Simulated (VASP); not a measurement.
Write the native input for VASP 6.6.1 that does the following.

| Item | Value |
| --- | --- |
| Task | single point |
| Functional | PBE |
| Potentials or basis | VASP PAW PBE potentials, release 64 (Yb, In_d, C) |
| Cutoff | 600 eV |
| k mesh | 4 × 4 × 4 |
| Occupations | fermi-dirac, width 0.1 eV |
| Spin | no spin polarisation |
| Dipole correction | no |
| Further INCAR settings | ALGO = Normal; EDIFF = 1e-06; NBANDS = 52 |

The structure of Yb3InC lies in POSCAR:

```
Yb3InC
1.0
    5.0632470000      0.0000000000      0.0000000000
    0.0000000000      5.0632470000      0.0000000000
    0.0000000000      0.0000000000      5.0632470000
Yb In C
3 1 1
Direct
    0.5000000000      0.0000000000      0.5000000000
    0.0000000000      0.5000000000      0.5000000000
    0.5000000000      0.5000000000      0.0000000000
    0.0000000000      0.0000000000      0.0000000000
    0.5000000000      0.5000000000      0.5000000000
```

The input as run:

INCAR

```
  ALGO = Normal
  EDIFF = 1E-6
  ENCUT = 600
  GGA = PE
  GGA_COMPAT = F
  ISIF = 2
  ISMEAR = -1
  LASPH = T
  LCHARG = F
  LMAXMIX = 6
  LREAL = F
  LWAVE = F
  NBANDS = 52
  NELM = 200
  PREC = Accurate
  SIGMA = 0.1
```

KPOINTS

```
k-points
0
Gamma
  4 4 4
```

Potentials or basis: VASP PAW PBE potentials, release 64 (Yb, In_d, C).

Run with:

```console
$ cat potpaw_PBE.64/Yb/POTCAR potpaw_PBE.64/In_d/POTCAR potpaw_PBE.64/C/POTCAR > POTCAR
$ mpirun -np 1 vasp_std > vasp.out
```

It gave:

```
Pressure               : -3.8 GPa
Band gap on the k mesh : zero (an odd number of electrons rules out a gap without spin polarisation)
```

Caveat: the cell stands under tension; spin-orbit coupling is left out, which moves the levels of the heavy elements.

It took 4.2 min on 1 thread of Intel(R) Xeon(R) 6975P-C (Granite Rapids), with other jobs on the host, peak memory 0.29 GiB.
